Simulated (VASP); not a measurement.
# Al5Ga3As8 (P1) in VASP: single point with PBEsol

Aim: the single point of Al5Ga3As8 with PBEsol.

Everything below comes from runs of VASP 6.6.1. Logs are shortened: lines on timing, memory, paths and dates and some standing lists are left out, and cuts for length are marked.

### 1 The cell of the first run

The typed cell holds 64 atoms: a = 11.339 Å, b = 11.339 Å, c = 11.339 Å, α = 90.00°, β = 90.00°, γ = 90.00°.

### 2 Single point, PBEsol

File INCAR:

```
SYSTEM = Al5Ga3As8
  ALGO = Normal
  EDIFF = 1E-6
  ENCUT = 520
  GGA = PS
  ISIF = 2
  ISMEAR = -1
  ISYM = 0
  LASPH = .True.
  LCHARG = .False.
  LREAL = Auto
  LWAVE = .False.
  NBANDS = 226
  NELM = 60
  PREC = Accurate
  SIGMA = 0.05
```

File KPOINTS:

```
Automatic mesh
0
Gamma
  1 1 1
  0.25 0.25 0.25
```

File POSCAR:

```
Al5Ga3As8
1.0
   11.3393188080      0.0000000000      0.0000000000
    0.0000000000     11.3393188080      0.0000000000
    0.0000000000      0.0000000000     11.3393188080
Al Ga As
20 12 32
Direct
    0.9998300000      0.0000030000      0.0002810000
    0.9997980000      0.0001690000      0.4999320000
    0.9995280000      0.5001080000      0.4999310000
    0.5001250000      0.9999410000      0.0002380000
    0.4996820000      0.9998930000      0.5001600000
    0.2500100000      0.2500300000      0.9998610000
    0.2500260000      0.2496100000      0.4998260000
    0.2500500000      0.7497780000      0.9999480000
    0.2504160000      0.7496240000      0.4998840000
    0.7503850000      0.2496250000      0.9999570000
    0.7495550000      0.2499450000      0.4999390000
    0.7499210000      0.7496300000      0.9998720000
    0.7503870000      0.7497250000      0.4996060000
    0.2502570000      0.0003070000      0.7496670000
    0.2501470000      0.4999140000      0.2494210000
    0.2498260000      0.5001010000      0.7494950000
    0.7500570000      0.0002010000      0.7495200000
    0.7498380000      0.4999230000      0.2497610000
    0.7499360000      0.4997630000      0.7496180000
    0.4999110000      0.2501560000      0.2498350000
    0.0000300000      0.5004730000      0.0004180000
    0.5000730000      0.5007060000      0.0001230000
    0.5000080000      0.5006130000      0.5004520000
    0.2502450000      0.0001390000      0.2501230000
    0.7507190000      0.0002960000      0.2500650000
    0.0005300000      0.2504790000      0.2500770000
    0.0002170000      0.2507630000      0.7506390000
    0.0004140000      0.7509170000      0.2502200000
    0.0004090000      0.7503680000      0.7505210000
    0.5001490000      0.2509400000      0.7505000000
    0.5004470000      0.7507160000      0.2503660000
    0.5004230000      0.7501580000      0.7504680000
    0.1251900000      0.1248720000      0.1251590000
    0.1248380000      0.1253560000      0.6251890000
    0.1249490000      0.6255010000      0.1251870000
    0.1247840000      0.6252680000      0.6247490000
    0.6255210000      0.1248890000      0.1252240000
    0.6246910000      0.1252400000      0.6250820000
    0.6249450000      0.6253420000      0.1251120000
    0.6251330000      0.6254220000      0.6250040000
    0.3751130000      0.3752220000      0.1243660000
    0.3749800000      0.3750080000      0.6246490000
    0.3747160000      0.8749680000      0.1251260000
    0.3749860000      0.8746310000      0.6251010000
    0.8750990000      0.3749780000      0.1247000000
    0.8748810000      0.3746580000      0.6248150000
    0.8746600000      0.8748650000      0.1249900000
    0.8750080000      0.8748340000      0.6249380000
    0.3751220000      0.1250480000      0.3751430000
    0.3751340000      0.1251610000      0.8750470000
    0.3752230000      0.6248330000      0.3747070000
    0.3749960000      0.6247600000      0.8747630000
    0.8751180000      0.1255170000      0.3749630000
    0.8751380000      0.1249820000      0.8747920000
    0.8750910000      0.6250720000      0.3744190000
    0.8750880000      0.6247290000      0.8748510000
    0.1256380000      0.3755680000      0.3754810000
    0.1251710000      0.3755910000      0.8755100000
    0.1256870000      0.8755020000      0.3753200000
    0.1256330000      0.8756130000      0.8754470000
    0.6248510000      0.3754140000      0.3753380000
    0.6253170000      0.3754900000      0.8757340000
    0.6257380000      0.8757150000      0.3752610000
    0.6255860000      0.8754610000      0.8753320000
```

Potentials or basis: VASP PAW PBE potentials, release 64 (Al, Ga_d, As).

The run is started by

```bash
$ cat potpaw_PBE.64/Al/POTCAR potpaw_PBE.64/Ga_d/POTCAR potpaw_PBE.64/As/POTCAR > POTCAR
$ mpirun -np 1 vasp_std > vasp.out
```

OUTCAR:

```text
SYSTEM = Al5Ga3As8
   EDIFF = 1E-6
   ENCUT = 520
   GGA = PS
   ISIF = 2
   ISMEAR = -1
   ISYM = 0
   LASPH = .True.
   LREAL = Auto
   NELM = 60
   PREC = Accurate

 ion  position               nearest neighbor table
   1  1.000  0.000  0.000-  47 2.46  60 2.46  33 2.46  54 2.46
   2  1.000  0.000  0.500-  53 2.46  48 2.46  59 2.46  34 2.46
   3  1.000  0.500  0.500-  55 2.45  46 2.45  57 2.46  36 2.46
   4  0.500  1.000  0.000-  64 2.45  43 2.46  37 2.46  50 2.46
   5  0.500  1.000  0.500-  49 2.45  44 2.45  63 2.46  38 2.46
   6  0.250  0.250  1.000-  58 2.45  41 2.45  50 2.45  33 2.46
[... 56 lines left out ...]
  63  0.626  0.876  0.375-  25 2.45  13 2.45   5 2.46  31 2.46
  64  0.626  0.875  0.875-  12 2.45   4 2.45  17 2.46  32 2.46

IMPORTANT INFORMATION: All symmetrisations will be switched off!
NOSYMM: (Re-)initialisation of all symmetry stuff for point group C_1.

----------------------------------------------------------------------------------------

                                     Primitive cell

  volume of cell :    1458.0113

  direct lattice vectors                    reciprocal lattice vectors
    11.339318808  0.000000000  0.000000000     0.088188719  0.000000000  0.000000000
     0.000000000 11.339318808  0.000000000     0.000000000  0.088188719  0.000000000
     0.000000000  0.000000000 11.339318808     0.000000000  0.000000000  0.088188719

  length of vectors
    11.339318808 11.339318808 11.339318808     0.088188719  0.088188719  0.088188719

  position of ions in fractional coordinates (direct lattice)
     0.999830000  0.000003000  0.000281000
     0.999798000  0.000169000  0.499932000
     0.999528000  0.500108000  0.499931000
     0.500125000  0.999941000  0.000238000
     0.499682000  0.999893000  0.500160000
     0.250010000  0.250030000  0.999861000
[... 56 lines left out ...]
     0.625738000  0.875715000  0.375261000
     0.625586000  0.875461000  0.875332000

  ion indices of the primitive-cell ions
   primitive index   ion index
                 1           1
                 2           2
                 3           3
                 4           4
                 5           5
                 6           6
[... 56 lines left out ...]
                63          63
                64          64

----------------------------------------------------------------------------------------

 KPOINTS: Automatic mesh

Automatic generation of k-mesh.
 Grid dimensions read from file:
 generate k-points for:    1    1    1

 Generating k-lattice:

  Cartesian coordinates                     Fractional coordinates (reciprocal lattice)
     0.088188719  0.000000000  0.000000000     1.000000000  0.000000000  0.000000000
     0.000000000  0.088188719  0.000000000     0.000000000  1.000000000  0.000000000
     0.000000000  0.000000000  0.088188719     0.000000000  0.000000000  1.000000000

  Length of vectors
     0.088188719  0.088188719  0.088188719

  Shift w.r.t. Gamma in fractional coordinates (k-lattice)
     0.250000000  0.250000000  0.250000000

 Subroutine IBZKPT returns following result:
 ===========================================

 Found      4 irreducible k-points:

 Following reciprocal coordinates:
            Coordinates               Weight
  0.250000  0.250000  0.250000      2.000000
 -0.250000  0.250000  0.250000      2.000000
 -0.250000 -0.250000  0.250000      2.000000
  0.250000 -0.250000  0.250000      2.000000
   k-points           NKPTS =      4   k-points in BZ     NKDIM =      4   number of bands    NBANDS=    226
   number of dos      NEDOS =    301   number of ions     NIONS =     64
   total plane-waves  NPLWV = 592704
   dimension x,y,z NGX =    84 NGY =   84 NGZ =   84
   dimension x,y,z NGXF=   168 NGYF=  168 NGZF=  168
   ions per type =              20  12  32
   NGX,Y,Z   is equivalent  to a cutoff of  12.32, 12.32, 12.32 a.u.
   NGXF,Y,Z  is equivalent  to a cutoff of  24.63, 24.63, 24.63 a.u.
 SYSTEM =  Al5Ga3As8
   PREC   = accura    normal or accurate (medium, high low for compatibility)
   ISTART =      0    job   : 0-new  1-cont  2-samecut
   ICHARG =      2    charge: 1-file 2-atom 10-const
   ISPIN  =      1    spin polarized calculation?
   LNONCOLLINEAR =      F non collinear calculations
   LSORBIT =      F    spin-orbit coupling
   LASPH  =      T    aspherical Exc in radial PAW
   ENCUT  =  520.0 eV  38.22 Ry    6.18 a.u.  21.08 21.08 21.08*2*pi/ulx,y,z
   NELM   =     60;   NELMIN=  2; NELMDL= -5     # of ELM steps
   EDIFF  = 0.1E-05   stopping-criterion for ELM
   LREAL  =      T    real-space projection
   EDIFFG = 0.1E-04   stopping-criterion for IOM
   NSW    =      0    number of steps for IOM
   IBRION =     -1    ionic relax: 0-MD 1-quasi-New 2-CG
   NFREE  =      0    steps in history (QN), initial steepest desc. (CG)
   ISIF   =      2    stress and relaxation
   ISYM   =      0    0-nonsym 1-usesym 2-fastsym
   POTIM  = 0.5000    time-step for ionic-motion
   TEBEG  =    0.0;   TEEND  =   0.0 temperature during run
   PSTRESS=    0.0 pullay stress
   NELECT =     376.0000    total number of electrons
   NUPDOWN=      -1.0000    fix difference up-down
   EMIN   =  10.00;   EMAX   =-10.00  energy-range for DOS
   EFERMI =   0.00;   METHOD = LEGACY
   ISMEAR =    -1;   SIGMA  =   0.05  broadening in eV -4-tet -1-fermi 0-gaus
   EFERMI_NEDOS =   21; number of points for ismear=-14 and -15
   IALGO  =     38    algorithm
   IMIX   =      4    mixing-type and parameters
     AMIX     =   0.40;   BMIX     =  1.00
     AMIX_MAG =   1.60;   BMIX_MAG =  1.00
  volume/ion in A,a.u.               =      22.78       153.74
  Fermi-wavevector in a.u.,A,eV,Ry     =   1.042039  1.969167 14.773811  1.085844
  Thomas-Fermi vector in A             =   2.176686
   LORBIT       =      0    0 simple, 1 ext, 2 COOP (PROOUT), +10 PAW based schemes
   GGA     = PS    functional components
   LHFCALC =     F    Hartree Fock is set to
   AEXX    =    0.0000 exact exchange contribution
   IVDW    =     0    specifies the selected vdW correction
   LEPSILON=     F    determine dielectric tensor
   LRPA    =     F    only Hartree local field effects (RPA)
 non-spin polarized calculation
  energy-cutoff  :      520.00
  volume of cell :     1458.01
 maximum number of plane-waves:     39249
   NGX = 43   NGY = 43   NGZ = 43

 number of electron     376.0000251 magnetization

 Free energy of the ion-electron system (eV)
  ---------------------------------------------------
  ext. energy  EPLUGINS =         0.00000000
  ---------------------------------------------------
  free energy    TOTEN  =      -310.14463092 eV

  energy without entropy =     -310.14463078  energy(sigma->0) =     -310.14463085

 E-fermi :   4.4489     XC(G=0):  -9.3871

 val. band max:        3.5599189665   @ k =   0.2500  -0.2500   0.2500
 cond. band min:       5.3176381996   @ k =  -0.2500  -0.2500   0.2500
 fundamental gap:      1.7577192331
 Fermi energy:         4.4489380239

 k-point     1 :       0.2500    0.2500    0.2500
  band No.  band energies     occupation
      1     -10.8193      2.00000
      2     -10.8159      2.00000
      3     -10.8149      2.00000
      4     -10.8101      2.00000
      5     -10.8084      2.00000
      6     -10.8079      2.00000
[... 192 lines left out ...]
    199       6.2281      0.00000
    200       6.2825      0.00000

 k-point     2 :      -0.2500    0.2500    0.2500
  band No.  band energies     occupation
      1     -10.8193      2.00000
      2     -10.8160      2.00000
      3     -10.8147      2.00000
      4     -10.8099      2.00000
      5     -10.8088      2.00000
      6     -10.8077      2.00000
[... 192 lines left out ...]
    199       6.2372      0.00000
    200       6.2815      0.00000

 k-point     3 :      -0.2500   -0.2500    0.2500
  band No.  band energies     occupation
      1     -10.8193      2.00000
      2     -10.8158      2.00000
      3     -10.8149      2.00000
      4     -10.8100      2.00000
      5     -10.8084      2.00000
      6     -10.8080      2.00000
[... 192 lines left out ...]
    199       6.2391      0.00000
    200       6.2765      0.00000

 k-point     4 :       0.2500   -0.2500    0.2500
  band No.  band energies     occupation
      1     -10.8193      2.00000
      2     -10.8160      2.00000
      3     -10.8147      2.00000
      4     -10.8100      2.00000
      5     -10.8088      2.00000
      6     -10.8077      2.00000
[... 192 lines left out ...]
    199       6.2422      0.00000
    200       6.2785      0.00000
 [bands above 200 left out]

------------------------ aborting loop because EDIFF is reached ----------------------------------------

  FORCE on cell =-STRESS in cart. coord.  units (eV):
  Direction    XX          YY          ZZ          XY          YZ          ZX
  --------------------------------------------------------------------------------------
  -------------------------------------------------------------------------------------
  Total        2.2981313      2.4421799      2.3772929     -0.1100280     -0.0846637     -0.0941249
  in kB        2.5253671      2.6836590      2.6123561     -0.1209074     -0.0930351     -0.1034318
  external PRESSURE =       2.6071274 kB  Pullay stress =       0.0000000 kB

 VOLUME and BASIS-vectors are now :
 -----------------------------------------------------------------------------
  energy-cutoff  :      520.00
  volume of cell :     1458.01
      direct lattice vectors                 reciprocal lattice vectors
    11.339318808  0.000000000  0.000000000     0.088188719  0.000000000  0.000000000
     0.000000000 11.339318808  0.000000000     0.000000000  0.088188719  0.000000000
     0.000000000  0.000000000 11.339318808     0.000000000  0.000000000  0.088188719

 POSITION                                       TOTAL-FORCE (eV/Angst)
 -----------------------------------------------------------------------------------
     11.33739      0.00003      0.00319         0.001008      0.006122      0.009531
     11.33703      0.00192      5.66889         0.016825      0.008578      0.007946
     11.33397      5.67088      5.66888         0.011638      0.007507      0.001364
      5.67108     11.33865      0.00270         0.003049      0.015065      0.015265
      5.66605     11.33811      5.67147         0.012119      0.001368      0.006598
      2.83494      2.83517     11.33774         0.003433      0.000812      0.016539
[... 56 lines left out ...]
      7.09544      9.93001      4.25520        -0.009858     -0.009444     -0.011320
      7.09372      9.92713      9.92567        -0.026219     -0.028105     -0.029336
 -----------------------------------------------------------------------------------
    total drift:                               -0.016144     -0.070541     -0.001159

  FREE ENERGIE OF THE ION-ELECTRON SYSTEM (eV)
  ---------------------------------------------------
  free  energy   TOTEN  =      -310.1446309180 eV

  energy  without entropy=     -310.1446307843  energy(sigma->0) =     -310.14463085
```

It took 44 min on 1 thread of Intel Xeon Platinum 8259CL at 2.50GHz (Skylake/Cascade Lake), shared host; peak memory 1.6 GiB.

Results:

| Property | Result |
| --- | --- |
| Free energy | -310.1446 eV |
| Pressure | 0.3 GPa |
| Largest force | 0.048 eV/Å |
| Band gap on the k mesh | 1.76 eV |

Forces in eV/Å, atoms in the order of the input:
```
Al   0.001  0.006  0.010
Al   0.017  0.009  0.008
Al   0.012  0.008  0.001
Al   0.003  0.015  0.015
Al   0.012  0.001  0.007
Al   0.003  0.001  0.017
Al  -0.008  0.007  0.009
Al   0.005  0.006  0.001
Al   0.008  0.006  0.002
Al   0.002  0.001  0.001
Al  -0.006  0.012  0.005
Al   0.010  0.003  0.003
Al   0.003  0.015 -0.011
Al   0.001  0.005  0.006
Al   0.007  0.007  0.002
Al   0.008  0.007  0.003
Al   0.004  0.008  0.005
Al   0.008  0.008  0.009
Al   0.002 -0.001  0.012
Al   0.023  0.013  0.009
Ga  -0.002 -0.006 -0.010
Ga  -0.001 -0.007 -0.015
Ga   0.000 -0.010 -0.012
Ga  -0.009  0.002 -0.004
Ga  -0.007 -0.011  0.000
Ga   0.008 -0.002 -0.003
Ga  -0.002 -0.010 -0.010
Ga  -0.011 -0.002 -0.006
Ga   0.001 -0.003  0.006
Ga   0.003 -0.003 -0.008
Ga  -0.009 -0.003  0.005
Ga  -0.010 -0.005  0.001
As   0.001  0.021  0.009
As   0.000 -0.002 -0.003
As  -0.008 -0.026 -0.008
As  -0.002 -0.007  0.014
As  -0.023  0.005 -0.005
As  -0.001  0.000  0.003
As  -0.014 -0.020 -0.009
As  -0.015 -0.017  0.001
As  -0.001 -0.008  0.016
As   0.014  0.002  0.020
As   0.023  0.007  0.009
As   0.012  0.012 -0.001
As   0.011  0.007  0.022
As   0.008  0.009  0.008
As   0.025  0.011  0.016
As   0.005 -0.002  0.003
As  -0.020 -0.021 -0.031
As   0.002 -0.002 -0.012
As   0.011  0.022  0.011
As   0.020  0.027  0.016
As  -0.007 -0.021 -0.017
As   0.004  0.006 -0.001
As   0.005  0.003  0.016
As   0.010  0.026  0.007
As  -0.029 -0.023 -0.026
As  -0.017 -0.006 -0.014
As  -0.014 -0.011 -0.013
As  -0.023 -0.022 -0.025
As  -0.003 -0.010 -0.011
As  -0.014 -0.001 -0.011
As  -0.010 -0.009 -0.011
As  -0.026 -0.028 -0.029
```

Caveat: the PAW data sets were made with another functional, which shifts forces and pressure a little; a shifted mesh leaves out Γ, where band edges can lie. A k mesh can miss the band edges.
